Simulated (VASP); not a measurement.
# Ta in VASP: a series of runs, part 2 of 2

VASP 6.6.1.

## 3. Relaxation of cell and atoms, PBE

This run uses another cell than the first one, of 18.26 Å³/atom.

Input file INCAR:

```
SYSTEM = Ta
ALGO     = Fast           ! electronic algorithm
EDIFF    = 1E-7           ! SCF threshold, eV
EDIFFG   = -0.04          ! ionic threshold
ENCUT    = 600            ! plane-wave cutoff, eV
GGA      = PE             ! functional
IBRION   = 2              ! ionic algorithm
ISIF     = 3              ! what is computed and relaxed
ISMEAR   = 0              ! smearing method
LASPH    = .TRUE.         ! aspherical terms in the spheres
LCHARG   = .FALSE.        ! write CHGCAR
LREAL    = .FALSE.        ! projectors in reciprocal space
LWAVE    = .FALSE.        ! write WAVECAR
NELM     = 100            ! most SCF steps
NSW      = 90             ! ionic steps
PREC     = Accurate       ! precision mode
SIGMA    = 0.1            ! smearing width, eV
```

Input file KPOINTS:

```
k-points
0
G
  8 8 8
  0 0 0
```

Input file POSCAR:

```
Ta
1.0
   -1.6798842596      1.6798842596      1.6174889931
    1.6798842596     -1.6798842596      1.6174889931
    1.6798842596      1.6798842596     -1.6174889931
Ta
1
Direct
    0.5000000000      0.5000000000      0.0000000000
```

Potentials or basis: VASP PAW PBE potentials, release 64 (Ta_pv).

Started as:

```bash
> cat potpaw_PBE.64/Ta_pv/POTCAR > POTCAR
> mpirun -np 1 vasp_std > vasp.out
```

Run time: 22 s. Hardware: 1 thread of AMD EPYC 9R45 (Zen 5), shared host; peak memory 0.12 GiB.

Results (log left out):

* Free energy: -11.8366 eV
* Relaxed volume: 18.11 Å³/atom
* Relaxed cell: a = 2.865 Å, b = 2.865 Å, c = 2.865 Å, α = 109.57°, β = 109.57°, γ = 109.27°
* Space group after relaxing (to 0.1 Å): Im-3m (No. 229)
* Energy gained by relaxing: 7.4 meV/atom
* Ionic steps: 4
* Pressure after relaxing: 0.1 GPa
* Band gap on the k mesh: zero (an odd number of electrons rules out a gap without spin polarisation)

Stress tensor (GPa, compression positive):
```
 0.22  0.00  0.00
 0.00  0.22  0.00
 0.00  0.00 -0.23
```

The path:
```
step  energy change (eV)  largest force (eV/Å)  pressure (GPa)  volume (Å³)
   1              0.0000                0.0000           -1.25        18.26
   2             -0.0047                0.0000            2.69        17.88
   3             -0.0050                0.0000            1.96        17.95
   4             -0.0074                0.0000            0.07        18.11
```

Final structure:
```yaml
crystal:
  lattice:
    - [-1.65215, 1.65215, 1.65834]
    - [1.65215, -1.65215, 1.65834]
    - [1.65215, 1.65215, -1.65834]
  atoms:
    - { symbol: Ta, position: [0.50000, 0.50000, 0.00000] }
```

Levels at points of the mesh, in eV from the Fermi level:
| k point | band 3 | band 4 | band 5 | band 6 | band 7 | band 8 |
| --- | --- | --- | --- | --- | --- | --- |
| (0.00, 0.00, 0.00) | -33.08 | -7.92 | 0.71 | 0.71 | 0.76 | 3.95 |
| (0.50, 0.00, 0.00) | -33.09 | -4.37 | -1.52 | 1.53 | 3.84 | 4.87 |
| (0.50, 0.50, 0.00) | -33.09 | -4.37 | -1.57 | 1.56 | 3.90 | 4.91 |
| (0.50, 0.50, 0.50) | -33.89 | -3.79 | -3.78 | 6.78 | 6.80 | 6.80 |

Caveat: spin-orbit coupling is left out, which moves the levels of the heavy elements.

## 4. Single point, PBE

This run uses another cell than the first one, of 18.28 Å³/atom.

Input file INCAR:

```
PREC = Accurate
ENCUT = 520
EDIFF = 1E-6
ISMEAR = 0
SIGMA = 0.1
LREAL = False
LASPH = True
NELM = 60
ALGO = Normal
ISIF = 2
LWAVE = False
LCHARG = False
GGA = PE
NBANDS = 12
```

Input file KPOINTS:

```
regular mesh
0
Gamma
  24 24 24
```

Input file POSCAR:

```
Ta
1.0
   -1.6594251424      1.6594251424      1.6594251424
    1.6594251424     -1.6594251424      1.6594251424
    1.6594251424      1.6594251424     -1.6594251424
Ta
1
Direct
    0.0000000000      0.0000000000      0.0000000000
```

Potentials or basis: VASP PAW PBE potentials, release 64 (Ta_pv).

Started as:

```bash
> cat potpaw_PBE.64/Ta_pv/POTCAR > POTCAR
> mpirun -np 1 vasp_std > vasp.out
```

OUTCAR:

```text
PREC = Accurate
   ENCUT = 520
   EDIFF = 1E-6
   ISMEAR = 0
   LREAL = False
   LASPH = True
   NELM = 60
   ISIF = 2
   GGA = PE

 ion  position               nearest neighbor table
   1  0.000  0.000  0.000-

  LATTYP: Found a body centered cubic cell.
 ALAT       =     3.3188502848

  Lattice vectors:

 A1 = (  -1.6594251424,   1.6594251424,   1.6594251424)
 A2 = (   1.6594251424,  -1.6594251424,   1.6594251424)
[... 539 lines left out ...]
     11      17.4015      0.00000
     12      20.0220      0.00000

 [... further k-points ...]

------------------------ aborting loop because EDIFF is reached ----------------------------------------

  FORCE on cell =-STRESS in cart. coord.  units (eV):
  Direction    XX          YY          ZZ          XY          YZ          ZX
  --------------------------------------------------------------------------------------
  -------------------------------------------------------------------------------------
  Total        0.0109590      0.0109590      0.0109590      0.0000000     -0.0000000      0.0000000
  in kB        0.9606102      0.9606102      0.9606102      0.0000000     -0.0000000      0.0000000
  external PRESSURE =       0.9606102 kB  Pullay stress =       0.0000000 kB

 VOLUME and BASIS-vectors are now :
 -----------------------------------------------------------------------------
  energy-cutoff  :      520.00
  volume of cell :       18.28
      direct lattice vectors                 reciprocal lattice vectors
    -1.659425142  1.659425142  1.659425142     0.000000000  0.301309163  0.301309163
     1.659425142 -1.659425142  1.659425142     0.301309163  0.000000000  0.301309163
     1.659425142  1.659425142 -1.659425142     0.301309163  0.301309163  0.000000000

 POSITION                                       TOTAL-FORCE (eV/Angst)
 -----------------------------------------------------------------------------------
      0.00000      0.00000      0.00000        -0.000000      0.000000      0.000000
 -----------------------------------------------------------------------------------
    total drift:                                0.000000      0.000000      0.000000

  FREE ENERGIE OF THE ION-ELECTRON SYSTEM (eV)
  ---------------------------------------------------
  free  energy   TOTEN  =       -11.8156693384 eV

  energy  without entropy=      -11.8089735093  energy(sigma->0) =      -11.81232142
```

stdout:

```text
POSCAR found type information on POSCAR Ta
 POSCAR found :  1 types and       1 ions
 scaLAPACK will be used
 LDA part: xc-table for (Slater+PW92), standard interpolation
 POSCAR, INCAR and KPOINTS ok, starting setup
 FFT: planning ... GRIDC
 FFT: planning ... GRID_SOFT
 FFT: planning ... GRID
 WAVECAR not read
 entering main loop
```

It took 37 s on 1 thread of AMD EPYC 9R45 (Zen 5), shared host; peak memory 0.18 GiB.

Results:

```yaml
Free_energy: -11.8157 eV
Pressure: 0.1 GPa
Band_gap_on_the_k_mesh: zero (an odd number of electrons rules out a gap without spin polarisation)
```

Caveat: spin-orbit coupling is left out, which moves the levels of the heavy elements.

## 5. Single point, PBE

This run uses another cell than the first one: it holds 6 atoms, not 1.

Input file INCAR:

```
SYSTEM = Ta
  PREC = Accurate
  ENCUT = 520
  EDIFF = 1E-6
  ISMEAR = 0
  SIGMA = 0.1
  LREAL = .False.
  LASPH = .True.
  NELM = 100
  ALGO = Fast
  ISIF = 2
  LWAVE = .False.
  LCHARG = .False.
  GGA = PE
  NBANDS = 42
```

Input file KPOINTS:

```
Automatic mesh
0
Gamma
  4 4 4
  0 0 0
```

Input file POSCAR:

```
Ta
1.0
    5.5414910623     -0.1438572376     -0.1068612405
    2.2060156765      6.2953444235      0.8696664373
   -0.8880254587     -0.1211622695      3.1083457112
Ta
6
Direct
    0.2114229141      0.4882020303      0.3110456705
    0.8780960987      0.3214788886      0.6443747192
    0.2114885123     -0.0118461724      0.3110701419
    0.5448684502      0.6548391484      0.9777506987
    0.8781142538      0.8215621395      0.6443807786
    0.5447047308      0.1548527027      0.9776900121
```

Started as:

```bash
> cat potpaw_PBE.64/Ta_pv/POTCAR > POTCAR
> mpirun -np 1 vasp_std > vasp.out
```

Wall time 99 s (1 thread of AMD EPYC 9R45 (Zen 5), shared host); peak memory 0.25 GiB.

Results (log left out):

- Free energy: -71.0960 eV
- Pressure: 0.1 GPa
- Largest force: 0.004 eV/Å
- Band gap on the k mesh: zero (bands 33 and 34 overlap by 1.54 eV)

Forces in eV/Å, atoms in the order of the input:
```
Ta   0.001  0.000  0.000
Ta   0.002  0.002  0.001
Ta  -0.002  0.001  0.000
Ta  -0.004  0.000 -0.001
Ta   0.000 -0.003  0.000
Ta   0.003  0.001  0.001
```

Stress tensor (GPa, compression positive):
```
 0.01  0.01  0.05
 0.01  0.34  0.10
 0.05  0.10 -0.08
```

Levels at points of the mesh, in eV from the Fermi level:
```
           k point  band 32  band 33  band 34  band 35  band 36  band 37
(0.00, 0.00, 0.00)     0.44     0.90     0.96     1.38     1.91     1.91
(0.50, 0.00, 0.00)     0.53     0.98     0.98     0.98     0.98     1.34
(0.00, 0.50, 0.00)     0.27     0.53     0.53     1.41     1.41     1.64
(0.50, 0.50, 0.00)    -0.22    -0.16    -0.16     2.73     2.74     2.94
(0.00, 0.00, 0.50)    -0.24    -0.09    -0.09     1.65     1.65     2.04
(0.50, 0.00, 0.50)    -0.23    -0.09    -0.09     1.63     1.65     2.04
(0.00, 0.50, 0.50)    -0.50    -0.27    -0.27     0.12     0.12     2.80
(0.50, 0.50, 0.50)    -0.49    -0.28    -0.28     0.12     0.12     2.80
```

Caveat: the k points lie up to 0.51 Å⁻¹ apart, too coarse for converged energies and pressures of a metal; spin-orbit coupling is left out, which moves the levels of the heavy elements.

## 6. Overview

| task | cell | k mesh | cutoff (eV) | gap on the mesh (eV) | pressure (GPa) |
| --- | --- | --- | --- | --- | --- |
| single point | a = 2.865 Å, angles 109.5°, 1 atom, atomic positions A | 8 × 8 × 8 | 520 | none | 0.1 |
| relaxation of cell and atoms | relaxed from a = 2.874 Å, angles 108.5, 108.5, 111.5°, 1 atom, atomic positions A | 8 × 8 × 8 | 600 | none | 0.1 |
| single point | a = 2.874 Å, angles 109.5°, 1 atom, atomic positions A | 24 × 24 × 24 | 520 | none | 0.1 |
| single point | a = 5.544, b = 6.727, c = 3.235 Å, angles 90.0, 107.0, 72.5°, 6 atoms, atomic positions B | 4 × 4 × 4 | 520 | none | 0.1 |

Alike in all rows: level PBE; potentials or basis VASP PAW PBE potentials, release 64 (Ta_pv); no spin polarisation; smearing gaussian 0.1 eV.

Caveats: some runs use coarse meshes; spin-orbit coupling is left out, which moves the levels of the heavy elements.

Absolute energies hang on the potentials; compare differences alone.
